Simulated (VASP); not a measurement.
# MgS in VASP: notebook

The runs below take MgS through electric field gradients, with LDA.

All numbers are computed with VASP 6.6.1; they aren't measurements. Logs are shortened: lines on timing, memory, paths and dates and some standing lists are left out, and cuts for length are marked.

## 1. The cell of the first run

It takes space group I4/mmm (No. 139, tetragonal). Conventional cell: a = 3.679 Å, b = 3.679 Å, c = 5.359 Å, α = 90.00°, β = 90.00°, γ = 90.00°. Mg (site symmetry 4/mmm) has 6 S at 2.60 to 2.68 Å within 3.4 Å. S (site symmetry 4/mmm) has 6 Mg at 2.60 to 2.68 Å within 3.4 Å.

## 2. Electric field gradients, LDA (zz strain of +3 %)

INCAR reads:

```
SYSTEM = MgS
ALGO     = Normal         ! electronic algorithm
EDIFF    = 1E-8           ! SCF threshold, eV
ENCUT    = 520            ! plane-wave cutoff, eV
GGA      = CA             ! functional
ISIF     = 2              ! what is computed and relaxed
ISMEAR   = -1             ! smearing method
LASPH    = .True.         ! aspherical terms in the spheres
LCHARG   = .False.        ! write CHGCAR
LEFG     = .True.       
LREAL    = .False.        ! projectors in reciprocal space
LWAVE    = .False.        ! write WAVECAR
NBANDS   = 11             ! bands
NELM     = 80             ! most SCF steps
PREC     = Accurate       ! precision mode
SIGMA    = 0.01           ! smearing width, eV
```

KPOINTS reads:

```
k-points
0
Gamma
  8 8 8
  0 0 0
```

POSCAR reads:

```
MgS
1.0
    0.0000000000      2.6016500000      2.6796995000
    2.6016500000      0.0000000000      2.6796995000
    2.6016500000      2.6016500000      0.0000000000
Mg S
1 1
Direct
    0.0000000000      0.0000000000      0.0000000000
    0.5000000000      0.5000000000      0.5000000000
```

Potentials or basis: VASP PAW LDA potentials, release 64 (Mg, S).

Run with:

```console
$ cat potpaw_LDA.64/Mg/POTCAR potpaw_LDA.64/S/POTCAR > POTCAR
$ mpirun -np 1 vasp_std > vasp.out
```

OUTCAR:

```text
SYSTEM = MgS
   EDIFF = 1E-8
   ENCUT = 520
   GGA = CA
   ISIF = 2
   ISMEAR = -1
   LASPH = .True.
   LREAL = .False.
   NELM = 80
   PREC = Accurate

 ion  position               nearest neighbor table
   1  0.000  0.000  0.000-   2 2.60   2 2.60   2 2.60   2 2.60   2 2.68   2 2.68
   2  0.500  0.500  0.500-   1 2.60   1 2.60   1 2.60   1 2.60   1 2.68   1 2.68

  LATTYP: Found a body centered tetragonal cell.
 ALAT       =     3.6792887145
 C/A-ratio  =     1.4566399692

  Lattice vectors:

 A1 = (  -2.6016500000,   0.0000000000,   2.6796995000)
 A2 = (   2.6016500000,   0.0000000000,   2.6796995000)
 A3 = (   0.0000000000,   2.6016500000,  -2.6796995000)

Analysis of symmetry for initial positions (statically):
=====================================================================
 Subroutine PRICEL returns:
 Original cell was already a primitive cell.

 Routine SETGRP: Setting up the symmetry group for a
 body centered tetragonal supercell.

 Subroutine GETGRP returns: Found 16 space group operations
 (whereof 16 operations were pure point group operations)
 out of a pool of 16 trial point group operations.

The static configuration has the point symmetry D_4h.

Analysis of symmetry for dynamics (positions and initial velocities):
=====================================================================
 Subroutine PRICEL returns:
 Original cell was already a primitive cell.

 Routine SETGRP: Setting up the symmetry group for a
 body centered tetragonal supercell.

 Subroutine GETGRP returns: Found 16 space group operations
 (whereof 16 operations were pure point group operations)
 out of a pool of 16 trial point group operations.

The dynamic configuration has the point symmetry D_4h.

 Subroutine INISYM returns: Found 16 space group operations
 (whereof 16 operations are pure point group operations),
 and found     1 'primitive' translations

----------------------------------------------------------------------------------------

                                     Primitive cell

  volume of cell :      36.2755

  direct lattice vectors                    reciprocal lattice vectors
     0.000000000  2.601650000  2.679699500    -0.192185728  0.192185728  0.186588086
     2.601650000  0.000000000  2.679699500     0.192185728 -0.192185728  0.186588086
     2.601650000  2.601650000  0.000000000     0.192185728  0.192185728 -0.186588086

  length of vectors
     3.734885826  3.734885826  3.679288715     0.329675328  0.329675328  0.329675328

  position of ions in fractional coordinates (direct lattice)
     0.000000000  0.000000000  0.000000000
     0.500000000  0.500000000  0.500000000

  ion indices of the primitive-cell ions
   primitive index   ion index
                 1           1
                 2           2

----------------------------------------------------------------------------------------

 KPOINTS: k-points

Automatic generation of k-mesh.
 Grid dimensions read from file:
 generate k-points for:    8    8    8

 Generating k-lattice:

  Cartesian coordinates                     Fractional coordinates (reciprocal lattice)
    -0.024023216  0.024023216  0.023323511     0.125000000 -0.000000000  0.000000000
     0.024023216 -0.024023216  0.023323511    -0.000000000  0.125000000  0.000000000
     0.024023216  0.024023216 -0.023323511     0.000000000  0.000000000  0.125000000

  Length of vectors
     0.041209416  0.041209416  0.041209416

  Shift w.r.t. Gamma in fractional coordinates (k-lattice)
     0.000000000  0.000000000  0.000000000

 Subroutine IBZKPT returns following result:
 ===========================================

 Found     59 irreducible k-points:

 Following reciprocal coordinates:
            Coordinates               Weight
  0.000000  0.000000  0.000000      1.000000
  0.125000 -0.000000  0.000000      8.000000
  0.250000 -0.000000  0.000000      8.000000
  0.375000 -0.000000  0.000000      8.000000
  0.500000 -0.000000  0.000000      4.000000
  0.125000  0.125000  0.000000      2.000000
[... 16 lines left out ...]
  0.250000 -0.000000  0.125000     16.000000
  0.375000 -0.000000  0.125000     16.000000
 [... further k-points ...]
   k-points           NKPTS =     59   k-points in BZ     NKDIM =     59   number of bands    NBANDS=     11
   number of dos      NEDOS =    301   number of ions     NIONS =      2
   total plane-waves  NPLWV =  21952
   dimension x,y,z NGX =    28 NGY =   28 NGZ =   28
   dimension x,y,z NGXF=    56 NGYF=   56 NGZF=   56
   ions per type =               1   1
   NGX,Y,Z   is equivalent  to a cutoff of  12.46, 12.46, 12.65 a.u.
   NGXF,Y,Z  is equivalent  to a cutoff of  24.93, 24.93, 25.30 a.u.
 SYSTEM =  MgS
   PREC   = accura    normal or accurate (medium, high low for compatibility)
   ISTART =      0    job   : 0-new  1-cont  2-samecut
   ICHARG =      2    charge: 1-file 2-atom 10-const
   ISPIN  =      1    spin polarized calculation?
   LNONCOLLINEAR =      F non collinear calculations
   LSORBIT =      F    spin-orbit coupling
   LASPH  =      T    aspherical Exc in radial PAW
   ENCUT  =  520.0 eV  38.22 Ry    6.18 a.u.   6.94  6.94  6.84*2*pi/ulx,y,z
   NELM   =     80;   NELMIN=  2; NELMDL= -5     # of ELM steps
   EDIFF  = 0.1E-07   stopping-criterion for ELM
   LREAL  =      F    real-space projection
   EDIFFG = 0.1E-06   stopping-criterion for IOM
   NSW    =      0    number of steps for IOM
   IBRION =     -1    ionic relax: 0-MD 1-quasi-New 2-CG
   NFREE  =      0    steps in history (QN), initial steepest desc. (CG)
   ISIF   =      2    stress and relaxation
   ISYM   =      2    0-nonsym 1-usesym 2-fastsym
   POTIM  = 0.5000    time-step for ionic-motion
   TEBEG  =    0.0;   TEEND  =   0.0 temperature during run
   PSTRESS=    0.0 pullay stress
   NELECT =       8.0000    total number of electrons
   NUPDOWN=      -1.0000    fix difference up-down
   EMIN   =  10.00;   EMAX   =-10.00  energy-range for DOS
   EFERMI =   0.00;   METHOD = LEGACY
   ISMEAR =    -1;   SIGMA  =   0.01  broadening in eV -4-tet -1-fermi 0-gaus
   EFERMI_NEDOS =   21; number of points for ismear=-14 and -15
   IALGO  =     38    algorithm
   IMIX   =      4    mixing-type and parameters
     AMIX     =   0.40;   BMIX     =  1.00
     AMIX_MAG =   1.60;   BMIX_MAG =  1.00
  volume/ion in A,a.u.               =      18.14       122.40
  Fermi-wavevector in a.u.,A,eV,Ry     =   0.989085  1.869099 13.310428  0.978289
  Thomas-Fermi vector in A             =   2.120658
   LORBIT       =      0    0 simple, 1 ext, 2 COOP (PROOUT), +10 PAW based schemes
   GGA     = CA    functional components
   LHFCALC =     F    Hartree Fock is set to
   AEXX    =    0.0000 exact exchange contribution
   IVDW    =     0    specifies the selected vdW correction
   LEPSILON=     F    determine dielectric tensor
   LRPA    =     F    only Hartree local field effects (RPA)
 non-spin polarized calculation
  energy-cutoff  :      520.00
  volume of cell :       36.28
 maximum number of plane-waves:       996
   NGX = 13   NGY = 13   NGZ = 13

 number of electron       8.0000001 magnetization

 Free energy of the ion-electron system (eV)
  ---------------------------------------------------
  ext. energy  EPLUGINS =         0.00000000
  ---------------------------------------------------
  free energy    TOTEN  =        -9.53475166 eV

  energy without entropy =       -9.53475166  energy(sigma->0) =       -9.53475166

 E-fermi :   3.5986     XC(G=0):  -9.8659

 val. band max:        3.3993364826   @ k =   0.0000   0.0000   0.0000
 cond. band min:       5.7708771225   @ k =   0.5000   0.0000   0.5000
 fundamental gap:      2.3715406400
 Fermi energy:         3.5986150102

 k-point     1 :       0.0000    0.0000    0.0000
  band No.  band energies     occupation
      1      -9.1587      2.00000
      2       3.2747      2.00000
      3       3.2747      2.00000
      4       3.3993      2.00000
      5       6.5835      0.00000
      6      10.9775      0.00000
      7      11.2779      0.00000
      8      11.2779      0.00000
      9      13.3427      0.00000
     10      13.7497      0.00000
     11      15.4197      0.00000
[... 309 lines left out ...]
 k-point    24 :       0.3750   -0.0000    0.1250
  band No.  band energies     occupation
      1      -8.1856      2.00000
      2      -0.4132      2.00000
      3       2.4528      2.00000
      4       2.5381      2.00000
      5       8.3281      0.00000
      6       9.7821      0.00000
      7      11.0833      0.00000
      8      11.3535      0.00000
      9      14.2686      0.00000
     10      15.9681      0.00000
     11      15.9968      0.00000

 [... further k-points ...]
[... 5 lines left out ...]
  --------------------------------------------------------------------------------------
  -------------------------------------------------------------------------------------
  Total       -1.1054462     -1.1054462     -1.6087655      0.0000000      0.0000000      0.0000000
  in kB      -48.8241135    -48.8241135    -71.0541561      0.0000000      0.0000000      0.0000000
  external PRESSURE =     -56.2341277 kB  Pullay stress =       0.0000000 kB

 VOLUME and BASIS-vectors are now :
 -----------------------------------------------------------------------------
  energy-cutoff  :      520.00
  volume of cell :       36.28
      direct lattice vectors                 reciprocal lattice vectors
     0.000000000  2.601650000  2.679699500    -0.192185728  0.192185728  0.186588086
     2.601650000  0.000000000  2.679699500     0.192185728 -0.192185728  0.186588086
     2.601650000  2.601650000  0.000000000     0.192185728  0.192185728 -0.186588086

 POSITION                                       TOTAL-FORCE (eV/Angst)
 -----------------------------------------------------------------------------------
      0.00000      0.00000      0.00000         0.000000     -0.000000     -0.000000
      2.60165      2.60165      2.67970         0.000000      0.000000      0.000000
 -----------------------------------------------------------------------------------
    total drift:                                0.000000      0.000000      0.000000

  FREE ENERGIE OF THE ION-ELECTRON SYSTEM (eV)
  ---------------------------------------------------
  free  energy   TOTEN  =        -9.5347516591 eV

  energy  without entropy=       -9.5347516591  energy(sigma->0) =       -9.53475166

 Electric field gradients (V/A^2)
---------------------------------------------------------------------
 ion       V_xx      V_yy      V_zz      V_xy      V_xz      V_yz
---------------------------------------------------------------------
   1      -2.329    -2.329     4.658     0.000    -0.000    -0.000
   2      -0.830    -0.830     1.660    -0.001    -0.000    -0.000
---------------------------------------------------------------------

 Electric field gradients after diagonalization (V/A^2)
 (convention: |V_zz| > |V_xx| > |V_yy|)
----------------------------------------------------------------------
 ion       V_xx      V_yy      V_zz     asymmetry (V_yy - V_xx)/ V_zz
----------------------------------------------------------------------
   1      -2.329    -2.329     4.658       0.000
   2      -0.831    -0.829     1.660       0.001
----------------------------------------------------------------------

           NMR quadrupolar parameters

 Cq : quadrupolar parameter    Cq=e*Q*V_zz/h
 eta: asymmetry parameters     (V_yy - V_xx)/ V_zz
 Q  : nuclear electric quadrupole moment in mb (millibarn)
----------------------------------------------------------------------
 ion       Cq(MHz)       eta       Q (mb)
----------------------------------------------------------------------
   1       0.011       0.000       1.000
   2       0.004       0.001       1.000
----------------------------------------------------------------------
```

Wall time 54 s (1 thread of AMD EPYC 7R13, shared host); peak memory 0.12 GiB.

What came out:

```
Free energy            : -9.5348 eV
Pressure               : -5.6 GPa
Band gap on the k mesh : 2.37 eV, indirect (least direct gap 3.18 eV)
```

Electric field gradients, principal values (V/Å²):
```tsv
atom	least	middle	greatest (by size)
1 Mg	-2.329	-2.329	4.658
2 S	-0.829	-0.831	1.660
```

Caveat: the cell differs from its parent crystal (zz strain of +3 %); without QUAD_EFG the Cq values of the log hold for a quadrupole moment of 1 mb, not for the nuclei. A k mesh can miss the band edges.

## 3. Electric field gradients, LDA (equal xx and yy strain of +3 %)

INCAR reads:

```
SYSTEM = MgS
PREC = Accurate ; ENCUT = 520
EDIFF = 1E-8 ; ISMEAR = -1
SIGMA = 0.01 ; LREAL = .False.
LASPH = .True. ; NELM = 60
ALGO = Normal ; ISIF = 2
LWAVE = .False. ; LCHARG = .False.
LEFG = .True. ; NBANDS = 11
```

KPOINTS reads:

```
Automatic mesh
0
Gamma
  8 8 8
  0 0 0
```

POSCAR reads:

```
MgS
1.0
    0.0000000000      2.6796995000      2.6016500000
    2.6796995000      0.0000000000      2.6016500000
    2.6796995000      2.6796995000      0.0000000000
Mg S
1 1
Direct
    0.0000000000      0.0000000000      0.0000000000
    0.5000000000      0.5000000000      0.5000000000
```

Potentials or basis: VASP PAW LDA potentials, release 64 (Mg, S).

Run with:

```console
$ cat potpaw_LDA.64/Mg/POTCAR potpaw_LDA.64/S/POTCAR > POTCAR
$ mpirun -np 1 vasp_std > vasp.out
```

OUTCAR:

```text
SYSTEM = MgS
   PREC = Accurate
   ENCUT = 520
   EDIFF = 1E-8
   ISMEAR = -1
   LREAL = .False.
   LASPH = .True.
   NELM = 60
   ISIF = 2

 ion  position               nearest neighbor table
   1  0.000  0.000  0.000-   2 2.60   2 2.60   2 2.68   2 2.68   2 2.68   2 2.68
   2  0.500  0.500  0.500-   1 2.60   1 2.60   1 2.68   1 2.68   1 2.68   1 2.68

  LATTYP: Found a body centered tetragonal cell.
 ALAT       =     3.7896673760
 C/A-ratio  =     1.3730228761

  Lattice vectors:

 A1 = (   0.0000000000,  -2.6796995000,  -2.6016500000)
 A2 = (   0.0000000000,   2.6796995000,  -2.6016500000)
 A3 = (   2.6796995000,   0.0000000000,   2.6016500000)
[... 547 lines left out ...]
  free  energy   TOTEN  =        -9.4906180765 eV

  energy  without entropy=       -9.4906180765  energy(sigma->0) =       -9.49061808

 Electric field gradients (V/A^2)
---------------------------------------------------------------------
 ion       V_xx      V_yy      V_zz      V_xy      V_xz      V_yz
---------------------------------------------------------------------
   1       2.343     2.343    -4.686    -0.000    -0.000    -0.000
   2       0.547     0.547    -1.094    -0.000    -0.000    -0.000
---------------------------------------------------------------------

 Electric field gradients after diagonalization (V/A^2)
 (convention: |V_zz| > |V_xx| > |V_yy|)
----------------------------------------------------------------------
 ion       V_xx      V_yy      V_zz     asymmetry (V_yy - V_xx)/ V_zz
----------------------------------------------------------------------
   1       2.343     2.343    -4.686       0.000
   2       0.547     0.547    -1.094       0.000
----------------------------------------------------------------------

           NMR quadrupolar parameters

 Cq : quadrupolar parameter    Cq=e*Q*V_zz/h
 eta: asymmetry parameters     (V_yy - V_xx)/ V_zz
 Q  : nuclear electric quadrupole moment in mb (millibarn)
----------------------------------------------------------------------
 ion       Cq(MHz)       eta       Q (mb)
----------------------------------------------------------------------
   1      -0.011       0.000       1.000
   2      -0.003       0.000       1.000
----------------------------------------------------------------------
```

OSZICAR:

```text
N       E                     dE             d eps       ncg     rms          rms(c)
DAV:   1     0.196393410151E+02    0.19639E+02   -0.36105E+03  1362   0.590E+02
DAV:   2    -0.851002023407E+01   -0.28149E+02   -0.26695E+02  1629   0.963E+01
DAV:   3    -0.994380995064E+01   -0.14338E+01   -0.14317E+01  1628   0.234E+01
DAV:   4    -0.995261840941E+01   -0.88085E-02   -0.88077E-02  1554   0.214E+00
DAV:   5    -0.995270338474E+01   -0.84975E-04   -0.84974E-04  1638   0.209E-01    0.417E+00
DAV:   6    -0.954666498588E+01    0.40604E+00   -0.94353E-01  1484   0.361E+00    0.317E+00
DAV:   7    -0.949718253131E+01    0.49482E-01   -0.19109E-01  1584   0.176E+00    0.202E+00
DAV:   8    -0.949108767317E+01    0.60949E-02   -0.14440E-02  1454   0.659E-01    0.833E-01
DAV:   9    -0.949065855175E+01    0.42912E-03   -0.84182E-04  1523   0.145E-01    0.372E-01
DAV:  10    -0.949062722740E+01    0.31324E-04   -0.71313E-05  1549   0.401E-02    0.149E-01
DAV:  11    -0.949061804025E+01    0.91872E-05   -0.44420E-05  1511   0.277E-02    0.185E-02
DAV:  12    -0.949061810316E+01   -0.62909E-07   -0.51687E-07  1512   0.486E-03    0.136E-02
DAV:  13    -0.949061807914E+01    0.24019E-07   -0.63959E-08  1570   0.129E-03    0.161E-03
DAV:  14    -0.949061807646E+01    0.26751E-08   -0.10648E-08   919   0.437E-04
   1 F= -.94906181E+01 E0= -.94906181E+01  d E =-.139267E-12
```

Wall time 52 s (1 thread of AMD EPYC 7R13, shared host); peak memory 0.13 GiB.

What came out:

| Item | Value |
| --- | --- |
| Free energy | -9.4906 eV |
| Pressure | -7.3 GPa |
| Band gap on the k mesh | 2.31 eV, indirect (least direct gap 3.00 eV) |

Electric field gradients, principal values (V/Å²):
| atom | least | middle | greatest (by size) |
| --- | --- | --- | --- |
| 1 Mg | 2.343 | 2.343 | -4.686 |
| 2 S | 0.547 | 0.547 | -1.094 |

Caveat: the cell differs from its parent crystal (equal xx and yy strain of +3 %); without QUAD_EFG the Cq values of the log hold for a quadrupole moment of 1 mb, not for the nuclei. A k mesh can miss the band edges.

[end of part 1 of 2]
